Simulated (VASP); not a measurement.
A run of VASP 6.6.1 is set up as follows.

INCAR

```
SYSTEM = InSe
  PREC = Accurate
  ENCUT = 520
  EDIFF = 1E-8
  ISMEAR = -1
  SIGMA = 0.02
  LREAL = .FALSE.
  LASPH = .TRUE.
  NELM = 60
  ALGO = Normal
  ISIF = 2
  LWAVE = .FALSE.
  LCHARG = .FALSE.
  GGA = PS
  LEFG = .TRUE.
  NBANDS = 27
```

KPOINTS

```
Automatic mesh
0
G
  7 7 6
  0 0 0
```

Contents of POSCAR:

```
InSe
1.0
    5.8679026766     -2.0550000000      0.0000000000
    5.8679026766      2.0550000000      0.0000000000
   -1.5994156962      0.0000000000      4.3236564064
In Se
2 2
Direct
    0.8840000000      0.8840000000      0.0050000000
    0.1160000000      0.1160000000      0.9950000000
    0.6600000000      0.6600000000      0.6420000000
    0.3400000000      0.3400000000      0.3580000000
```

Potentials or basis: VASP PAW PBE potentials, release 64 (In_d, Se).

The run is started by

```console
$ cat potpaw_PBE.64/In_d/POTCAR potpaw_PBE.64/Se/POTCAR > POTCAR
$ mpirun -np 1 vasp_std > vasp.out
```

**Question.** What does it give for the largest force?

**Answer.** 0.700 eV/Å.

**Question.** What does it give for the pressure?

**Answer.** -0.1 GPa.

Electric field gradients, principal values (V/Å²):
```tsv
atom	least	middle	greatest (by size)
1 In	86.452	97.640	-184.092
2 In	86.452	97.640	-184.092
3 Se	-24.364	-49.803	74.167
4 Se	-24.364	-49.803	74.167
```

Caveat: without QUAD_EFG the Cq values of the log hold for a quadrupole moment of 1 mb, not for the nuclei; the PAW data sets were made with another functional, which shifts forces and pressure a little.
